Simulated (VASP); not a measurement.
# ZnSe (Cmme) in VASP: further runs

The runs below take ZnSe through single point, with PBEsol.

Everything below comes from runs of VASP 6.6.1. Logs are shortened: lines on timing, memory, paths and dates and some standing lists are left out, and cuts for length are marked.

### 1 The cell of the first run

Symmetry: Cmme, No. 67, orthorhombic system. Conventional cell: a = 5.770 Å, b = 5.848 Å, c = 6.070 Å, α = 90.00°, β = 90.00°, γ = 90.00°. Within 3.4 Å of Zn (site symmetry 222) lie 4 Se at 2.54 Å and 4 Zn at 2.89 to 2.92 Å. Se (site symmetry mm2) has 4 Zn at 2.54 Å within 3.4 Å.

### 2 Single point, PBEsol

File INCAR:

```
  PREC = Accurate
  ENCUT = 520
  EDIFF = 1E-6
  ISMEAR = -1
  SIGMA = 0.02
  LREAL = False
  LASPH = True
  NELM = 80
  ALGO = Normal
  ISIF = 2
  LWAVE = False
  LCHARG = True
  GGA = PS
  LELF = True
  LVHAR = True
  NBANDS = 26
```

File KPOINTS:

```
regular mesh
0
Gamma
  6 6 4
```

File POSCAR:

```
ZnSe
1.0
    4.1077020000     -0.0273846800      0.0000000000
   -0.0273846800      4.1077020000      0.0000000000
    0.0000000000      0.0000000000      6.0703500000
Zn Se
2 2
Direct
    0.0000000000      0.0000000000      0.0000000000
    0.5000000000      0.5000000000      0.0000000000
    0.0000000000      0.5000000000      0.2462800000
    0.5000000000      0.0000000000      0.7537200000
```

Potentials or basis: VASP PAW PBE potentials, release 64 (Zn, Se).

Started as:

```bash
$ cat potpaw_PBE.64/Zn/POTCAR potpaw_PBE.64/Se/POTCAR > POTCAR
$ mpirun -np 1 vasp_std > vasp.out
```

OUTCAR:

```text
PREC = Accurate
   ENCUT = 520
   EDIFF = 1E-6
   ISMEAR = -1
   LREAL = False
   LASPH = True
   NELM = 80
   ISIF = 2
   GGA = PS

 ion  position               nearest neighbor table
   1  0.000  0.000  0.000-   3 2.54   4 2.54   3 2.54   4 2.54   2 2.89   2 2.89   2 2.92   2 2.92

   2  0.500  0.500  0.000-   3 2.54   4 2.54   4 2.54   3 2.54   1 2.89   1 2.89   1 2.92   1 2.92

   3  0.000  0.500  0.246-   1 2.54   2 2.54   1 2.54   2 2.54
   4  0.500  0.000  0.754-   1 2.54   2 2.54   2 2.54   1 2.54

  LATTYP: Found a base centered orthorhombic cell.
 ALAT       =     5.7704400927
 B/A-ratio  =     1.0134228188
 C/A-ratio  =     1.0519734894

  Lattice vectors:

 A1 = (   4.1077020000,  -0.0273846800,   0.0000000000)
 A2 = (  -0.0273846800,   4.1077020000,   0.0000000000)
 A3 = (   0.0000000000,   0.0000000000,   6.0703500000)

Analysis of symmetry for initial positions (statically):
=====================================================================
 Subroutine PRICEL returns:
 Original cell was already a primitive cell.

 Routine SETGRP: Setting up the symmetry group for a
 base centered orthorhombic supercell.

 Subroutine GETGRP returns: Found  8 space group operations
 (whereof  4 operations were pure point group operations)
 out of a pool of  8 trial point group operations.

The static configuration has the point symmetry D_2 .
 The point group associated with its full space group is D_2h.

Analysis of symmetry for dynamics (positions and initial velocities):
=====================================================================
 Subroutine PRICEL returns:
 Original cell was already a primitive cell.

 Routine SETGRP: Setting up the symmetry group for a
 base centered orthorhombic supercell.

 Subroutine GETGRP returns: Found  8 space group operations
 (whereof  4 operations were pure point group operations)
 out of a pool of  8 trial point group operations.

The dynamic configuration has the point symmetry D_2 .
 The point group associated with its full space group is D_2h.

 Subroutine INISYM returns: Found  8 space group operations
 (whereof  4 operations are pure point group operations),
 and found     1 'primitive' translations

----------------------------------------------------------------------------------------

                                     Primitive cell

  volume of cell :     102.4218

  direct lattice vectors                    reciprocal lattice vectors
     4.107702000 -0.027384680  0.000000000     0.243455939  0.001623040  0.000000000
    -0.027384680  4.107702000  0.000000000     0.001623040  0.243455939  0.000000000
     0.000000000  0.000000000  6.070350000     0.000000000  0.000000000  0.164735147

  length of vectors
     4.107793281  4.107793281  6.070350000     0.243461349  0.243461349  0.164735147

  position of ions in fractional coordinates (direct lattice)
     0.000000000  0.000000000  0.000000000
     0.500000000  0.500000000  0.000000000
     0.000000000  0.500000000  0.246280000
     0.500000000  0.000000000  0.753720000

  ion indices of the primitive-cell ions
   primitive index   ion index
                 1           1
                 2           2
                 3           3
                 4           4

----------------------------------------------------------------------------------------

 KPOINTS: regular mesh

Automatic generation of k-mesh.
 Grid dimensions read from file:
 generate k-points for:    6    6    4

 Generating k-lattice:

  Cartesian coordinates                     Fractional coordinates (reciprocal lattice)
     0.040575990  0.000270507  0.000000000     0.166666667  0.000000000  0.000000000
     0.000270507  0.040575990  0.000000000     0.000000000  0.166666667  0.000000000
     0.000000000  0.000000000  0.041183787     0.000000000  0.000000000  0.250000000

  Length of vectors
     0.040576891  0.040576891  0.041183787

  Shift w.r.t. Gamma in fractional coordinates (k-lattice)
     0.000000000  0.000000000  0.000000000

 Subroutine IBZKPT returns following result:
 ===========================================

 Found     39 irreducible k-points:

 Following reciprocal coordinates:
            Coordinates               Weight
  0.000000  0.000000  0.000000      1.000000
  0.166667  0.000000  0.000000      4.000000
  0.333333 -0.000000  0.000000      4.000000
  0.500000  0.000000  0.000000      2.000000
  0.166667  0.166667  0.000000      2.000000
  0.333333  0.166667  0.000000      4.000000
[... 16 lines left out ...]
  0.333333  0.333333  0.250000      4.000000
  0.500000  0.333333  0.250000      8.000000
 [... further k-points ...]
   k-points           NKPTS =     39   k-points in BZ     NKDIM =     39   number of bands    NBANDS=     26
   number of dos      NEDOS =    301   number of ions     NIONS =      4
   total plane-waves  NPLWV =  49152
   dimension x,y,z NGX =    32 NGY =   32 NGZ =   48
   dimension x,y,z NGXF=    64 NGYF=   64 NGZF=   96
   ions per type =               2   2
   NGX,Y,Z   is equivalent  to a cutoff of  12.95, 12.95, 13.15 a.u.
   NGXF,Y,Z  is equivalent  to a cutoff of  25.90, 25.90, 26.29 a.u.
 SYSTEM =  unknown system
   PREC   = accura    normal or accurate (medium, high low for compatibility)
   ISTART =      0    job   : 0-new  1-cont  2-samecut
   ICHARG =      2    charge: 1-file 2-atom 10-const
   ISPIN  =      1    spin polarized calculation?
   LNONCOLLINEAR =      F non collinear calculations
   LSORBIT =      F    spin-orbit coupling
   LASPH  =      T    aspherical Exc in radial PAW
   ENCUT  =  520.0 eV  38.22 Ry    6.18 a.u.   7.64  7.64 11.29*2*pi/ulx,y,z
   NELM   =     80;   NELMIN=  2; NELMDL= -5     # of ELM steps
   EDIFF  = 0.1E-05   stopping-criterion for ELM
   LREAL  =      F    real-space projection
   EDIFFG = 0.1E-04   stopping-criterion for IOM
   NSW    =      0    number of steps for IOM
   IBRION =     -1    ionic relax: 0-MD 1-quasi-New 2-CG
   NFREE  =      0    steps in history (QN), initial steepest desc. (CG)
   ISIF   =      2    stress and relaxation
   ISYM   =      2    0-nonsym 1-usesym 2-fastsym
   POTIM  = 0.5000    time-step for ionic-motion
   TEBEG  =    0.0;   TEEND  =   0.0 temperature during run
   PSTRESS=    0.0 pullay stress
   NELECT =      36.0000    total number of electrons
   NUPDOWN=      -1.0000    fix difference up-down
   EMIN   =  10.00;   EMAX   =-10.00  energy-range for DOS
   EFERMI =   0.00;   METHOD = LEGACY
   ISMEAR =    -1;   SIGMA  =   0.02  broadening in eV -4-tet -1-fermi 0-gaus
   EFERMI_NEDOS =   21; number of points for ismear=-14 and -15
   IALGO  =     38    algorithm
   IMIX   =      4    mixing-type and parameters
     AMIX     =   0.40;   BMIX     =  1.00
     AMIX_MAG =   1.60;   BMIX_MAG =  1.00
  volume/ion in A,a.u.               =      25.61       172.79
  Fermi-wavevector in a.u.,A,eV,Ry     =   1.155345  2.183285 18.161347  1.334821
  Thomas-Fermi vector in A             =   2.291974
   LORBIT       =      0    0 simple, 1 ext, 2 COOP (PROOUT), +10 PAW based schemes
   GGA     = PS    functional components
   LHFCALC =     F    Hartree Fock is set to
   AEXX    =    0.0000 exact exchange contribution
   IVDW    =     0    specifies the selected vdW correction
   LEPSILON=     F    determine dielectric tensor
   LRPA    =     F    only Hartree local field effects (RPA)
 non-spin polarized calculation
  energy-cutoff  :      520.00
  volume of cell :      102.42
 maximum number of plane-waves:      2776
 NGX is ok and might be reduce to    32
   NGX = 15   NGY = 15   NGZ = 23

 number of electron      35.9999985 magnetization

 Free energy of the ion-electron system (eV)
  ---------------------------------------------------
  ext. energy  EPLUGINS =         0.00000000
  ---------------------------------------------------
  free energy    TOTEN  =       -12.83090598 eV

  energy without entropy =      -12.83090598  energy(sigma->0) =      -12.83090598

 E-fermi :   0.9444     XC(G=0):  -8.8401

 val. band max:        0.5445641810   @ k =   0.0000   0.0000   0.0000
 cond. band min:       2.3781103929   @ k =   0.0000   0.0000   0.0000
 fundamental gap:      1.8335462118
 Fermi energy:         0.9444091173

 k-point     1 :       0.0000    0.0000    0.0000
  band No.  band energies     occupation
      1     -12.3768      2.00000
      2     -11.4504      2.00000
      3      -6.1904      2.00000
      4      -6.1637      2.00000
      5      -6.1020      2.00000
      6      -6.0827      2.00000
[... 18 lines left out ...]
     25      10.3326      0.00000
     26      10.8012      0.00000

 k-point     2 :       0.1667    0.0000    0.0000
  band No.  band energies     occupation
      1     -12.2663      2.00000
      2     -11.4490      2.00000
      3      -6.1635      2.00000
      4      -6.1202      2.00000
      5      -6.0646      2.00000
      6      -6.0405      2.00000
[... 18 lines left out ...]
     25       9.0200      0.00000
     26       9.2571      0.00000

 k-point     3 :       0.3333   -0.0000    0.0000
  band No.  band energies     occupation
      1     -11.9864      2.00000
      2     -11.4954      2.00000
      3      -6.0858      2.00000
      4      -5.9856      2.00000
      5      -5.9521      2.00000
      6      -5.9433      2.00000
[... 18 lines left out ...]
     25       7.8931      0.00000
     26       8.0900      0.00000

 k-point     4 :       0.5000    0.0000    0.0000
  band No.  band energies     occupation
      1     -11.6799      2.00000
      2     -11.6799      2.00000
      3      -5.9563      2.00000
      4      -5.9563      2.00000
      5      -5.8620      2.00000
      6      -5.8620      2.00000
[... 18 lines left out ...]
     25       7.8255      0.00000
     26       7.8255      0.00000
[... 496 lines left out ...]
      1     -12.1168      2.00000
      2     -11.4949      2.00000
      3      -6.2303      2.00000
      4      -6.0470      2.00000
      5      -6.0149      2.00000
      6      -5.9926      2.00000
[... 18 lines left out ...]
     25       7.1119      0.00000
     26       9.4115      0.00000

 k-point    23 :       0.3333    0.3333    0.2500
  band No.  band energies     occupation
      1     -11.6607      2.00000
      2     -11.4474      2.00000
      3      -6.2384      2.00000
      4      -6.0203      2.00000
      5      -5.9023      2.00000
      6      -5.8782      2.00000
[... 18 lines left out ...]
     25       8.9167      0.00000
     26       9.1771      0.00000

 k-point    24 :       0.5000    0.3333    0.2500
  band No.  band energies     occupation
      1     -11.4933      2.00000
      2     -11.4827      2.00000
      3      -6.2051      2.00000
      4      -6.1689      2.00000
      5      -5.8534      2.00000
      6      -5.8367      2.00000
[... 18 lines left out ...]
     25       9.4864      0.00000
     26       9.5801      0.00000

 [... further k-points ...]
[... 5 lines left out ...]
  --------------------------------------------------------------------------------------
  -------------------------------------------------------------------------------------
  Total       -1.7809443     -1.7809443     -1.3737305      0.1228472      0.0000000      0.0000000
  in kB      -27.8591995    -27.8591995    -21.4891803      1.9216916      0.0000000      0.0000000
  external PRESSURE =     -25.7358597 kB  Pullay stress =       0.0000000 kB

 VOLUME and BASIS-vectors are now :
 -----------------------------------------------------------------------------
  energy-cutoff  :      520.00
  volume of cell :      102.42
      direct lattice vectors                 reciprocal lattice vectors
     4.107702000 -0.027384680  0.000000000     0.243455939  0.001623040  0.000000000
    -0.027384680  4.107702000  0.000000000     0.001623040  0.243455939  0.000000000
     0.000000000  0.000000000  6.070350000     0.000000000  0.000000000  0.164735147

 POSITION                                       TOTAL-FORCE (eV/Angst)
 -----------------------------------------------------------------------------------
      0.00000      0.00000      0.00000        -0.000000      0.000000      0.000000
      2.04016      2.04016      0.00000        -0.000000      0.000000      0.000000
     -0.01369      2.05385      1.49501         0.000000      0.000000     -0.352709
      2.05385     -0.01369      4.57534         0.000000      0.000000      0.352709
 -----------------------------------------------------------------------------------
    total drift:                                0.000000     -0.000000     -0.000000

  FREE ENERGIE OF THE ION-ELECTRON SYSTEM (eV)
  ---------------------------------------------------
  free  energy   TOTEN  =       -12.8309059756 eV

  energy  without entropy=      -12.8309059756  energy(sigma->0) =      -12.83090598
```

Wall time 1.7 min (1 thread of AMD EPYC 9R45 (Zen 5), shared host); peak memory 0.23 GiB.

What came out:

| Item | Value |
| --- | --- |
| Free energy | -12.8309 eV |
| Pressure | -2.6 GPa |
| Largest force | 0.353 eV/Å |
| Band gap on the k mesh | 1.83 eV, direct |

Forces on the atoms (eV/Å):
```
Zn   0.000  0.000  0.000
Zn   0.000  0.000  0.000
Se   0.000  0.000 -0.353
Se   0.000  0.000  0.353
```

Stress tensor (GPa, compression positive):
```
-2.79  0.19  0.00
 0.19 -2.79  0.00
 0.00  0.00 -2.15
```

Levels at points of the mesh, in eV from the valence-band top:
```
           k point  band 16  band 17  band 18  band 19  band 20  band 21
(0.00, 0.00, 0.00)    -0.04    -0.03     0.00     1.83     1.86     2.91
(0.50, 0.00, 0.00)    -1.54    -0.79    -0.79     3.40     3.40     5.84
(0.50, 0.50, 0.00)    -2.18    -2.08    -2.02     3.30     3.36     3.48
(0.00, 0.00, 0.50)    -1.16    -0.31    -0.28     1.96     3.26     3.59
(0.50, 0.00, 0.50)    -0.80    -0.75    -0.75     2.56     2.56     5.75
(0.50, 0.50, 0.50)    -2.44    -2.41    -2.40     4.49     4.58     4.74
```

Caveat: the PAW data sets were made with another functional, which shifts forces and pressure a little. A k mesh can miss the band edges.

### 3 Single point, PBEsol

File INCAR:

```
PREC = Accurate
ENCUT = 520
EDIFF = 1E-7
ISMEAR = -1
SIGMA = 0.02
LREAL = False
LASPH = True
NELM = 60
ALGO = Normal
ISIF = 2
LWAVE = False
LCHARG = False
GGA = PS
NBANDS = 26
```

File KPOINTS:

```
Automatic mesh
0
Gamma
  6 6 4
```

Edit POSCAR of step 2 so:

```diff
@@ -2,4 +2,4 @@
 1.0
-    4.1077020000     -0.0273846800      0.0000000000
-   -0.0273846800      4.1077020000      0.0000000000
+    4.1077020000     -0.0136923400      0.0000000000
+   -0.0136923400      4.1077020000      0.0000000000
     0.0000000000      0.0000000000      6.0703500000
```

Potentials or basis: VASP PAW PBE potentials, release 64 (Zn, Se).

Started as:

```bash
$ cat potpaw_PBE.64/Zn/POTCAR potpaw_PBE.64/Se/POTCAR > POTCAR
$ mpirun -np 1 vasp_std > vasp.out
```

OUTCAR:

```text
PREC = Accurate
   ENCUT = 520
   EDIFF = 1E-7
   ISMEAR = -1
   LREAL = False
   LASPH = True
   NELM = 60
   ISIF = 2
   GGA = PS

 ion  position               nearest neighbor table
   1  0.000  0.000  0.000-   3 2.54   4 2.54   3 2.54   4 2.54   2 2.89   2 2.89   2 2.91   2 2.91

   2  0.500  0.500  0.000-   3 2.54   4 2.54   4 2.54   3 2.54   1 2.89   1 2.89   1 2.91   1 2.91

   3  0.000  0.500  0.246-   1 2.54   2 2.54   1 2.54   2 2.54
   4  0.500  0.000  0.754-   1 2.54   2 2.54   2 2.54   1 2.54

[... 892 lines left out ...]
     26       9.5552      0.00000

 [... further k-points ...]
[... 5 lines left out ...]
  --------------------------------------------------------------------------------------
  -------------------------------------------------------------------------------------
  Total       -1.7824809     -1.7824809     -1.3753653      0.0614425      0.0000000      0.0000000
  in kB      -27.8823062    -27.8823062    -21.5140352      0.9611088      0.0000000      0.0000000
  external PRESSURE =     -25.7595492 kB  Pullay stress =       0.0000000 kB

 VOLUME and BASIS-vectors are now :
 -----------------------------------------------------------------------------
  energy-cutoff  :      520.00
  volume of cell :      102.43
      direct lattice vectors                 reciprocal lattice vectors
     4.107702000 -0.013692340  0.000000000     0.243447823  0.000811493  0.000000000
    -0.013692340  4.107702000  0.000000000     0.000811493  0.243447823  0.000000000
     0.000000000  0.000000000  6.070350000     0.000000000  0.000000000  0.164735147

 POSITION                                       TOTAL-FORCE (eV/Angst)
 -----------------------------------------------------------------------------------
      0.00000      0.00000      0.00000         0.000000      0.000000      0.000000
      2.04700      2.04700      0.00000        -0.000000      0.000000      0.000000
     -0.00685      2.05385      1.49501         0.000000      0.000000     -0.352831
      2.05385     -0.00685      4.57534         0.000000      0.000000      0.352831
 -----------------------------------------------------------------------------------
    total drift:                                0.000000     -0.000000     -0.000000

  FREE ENERGIE OF THE ION-ELECTRON SYSTEM (eV)
  ---------------------------------------------------
  free  energy   TOTEN  =       -12.8314715597 eV

  energy  without entropy=      -12.8314715596  energy(sigma->0) =      -12.83147156
```

stdout:

```text
POSCAR found type information on POSCAR ZnSe
 POSCAR found :  2 types and       4 ions
 scaLAPACK will be used
 -----------------------------------------------------------------------------
|                                                                             |
|                                                                             |
|     You enforced a specific xc type in the INCAR file but a different       |
|     I HOPE YOU KNOW WHAT YOU ARE DOING!                                     |
|                                                                             |
 -----------------------------------------------------------------------------

 LDA part: xc-table for (Slater+PW92), standard interpolation
 POSCAR, INCAR and KPOINTS ok, starting setup
 FFT: planning ... GRIDC
 FFT: planning ... GRID_SOFT
 FFT: planning ... GRID
 WAVECAR not read
 entering main loop
```

Run time: 91 s. Hardware: 1 thread of AMD EPYC 9R45 (Zen 5), shared host; peak memory 0.22 GiB.

What came out:

```
Free energy            : -12.8315 eV
Pressure               : -2.6 GPa
Largest force          : 0.353 eV/Å
Band gap on the k mesh : 1.84 eV, direct
```

Forces on the atoms (eV/Å):
```
Zn   0.000  0.000  0.000
Zn   0.000  0.000  0.000
Se   0.000  0.000 -0.353
Se   0.000  0.000  0.353
```

Caveat: the PAW data sets were made with another functional, which shifts forces and pressure a little. A k mesh can miss the band edges.

(Part 1 of 2 ends here.)
